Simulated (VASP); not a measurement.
Write the native input for VASP 6.6.1 that does the following.

- Task: relaxation of cell and atoms
- Functional: LDA
- Potentials or basis: VASP PAW LDA potentials, release 64 (Zn)
- Cutoff: 600 eV
- k mesh: 20 × 20 × 10
- Occupations: fermi-dirac, width 0.05 eV
- Spin: no spin polarisation
- Dipole correction: no
- Further INCAR settings: ALGO = Normal; EDIFF = 1e-07; IBRION = 2; EDIFFG = -0.002; NSW = 100; ISIF = 3

The structure of Zn lies in POSCAR:

```
Zn
1.0
    2.6700000000      0.0000000000      0.0000000000
   -1.3350000000      2.3122878281      0.0000000000
    0.0000000000      0.0000000000      4.9660000000
Zn
2
Direct
    0.3333333333      0.6666666667      0.2500000000
    0.6666666667      0.3333333333      0.7500000000
```

The input as run:

INCAR

```
SYSTEM = Zn
PREC = Accurate
ENCUT = 600
EDIFF = 1E-7
ISMEAR = -1
SIGMA = 0.05
LREAL = .False.
LASPH = .True.
NELM = 80
ALGO = Normal
ISIF = 3
LWAVE = .False.
LCHARG = .False.
GGA = CA
IBRION = 2
NSW = 100
EDIFFG = -0.002
```

KPOINTS

```
Automatic mesh
0
Gamma
  20 20 10
  0 0 0
```

Potentials or basis: VASP PAW LDA potentials, release 64 (Zn).

Command:

```console
$ cat potpaw_LDA.64/Zn/POTCAR > POTCAR
$ mpirun -np 1 vasp_std > vasp.out
```

It gave:

The relaxed volume is 13.75 Å³/atom. The relaxed cell is a = 2.561 Å, b = 2.561 Å, c = 4.842 Å, α = 90.00°, β = 90.00°, γ = 120.00°, the space group after relaxing (to 0.1 Å) is P6_3/mmc (No. 194) and the energy gained by relaxing is 51.0 meV/atom. The ionic steps are 15 and the pressure after relaxing is 0.0 GPa. The band gap on the k mesh is zero (bands 12 and 13 overlap by 4.60 eV).

It took 4.4 min on 1 thread of Intel(R) Xeon(R) 6975P-C (Granite Rapids), with other jobs on the host, peak memory 0.26 GiB.
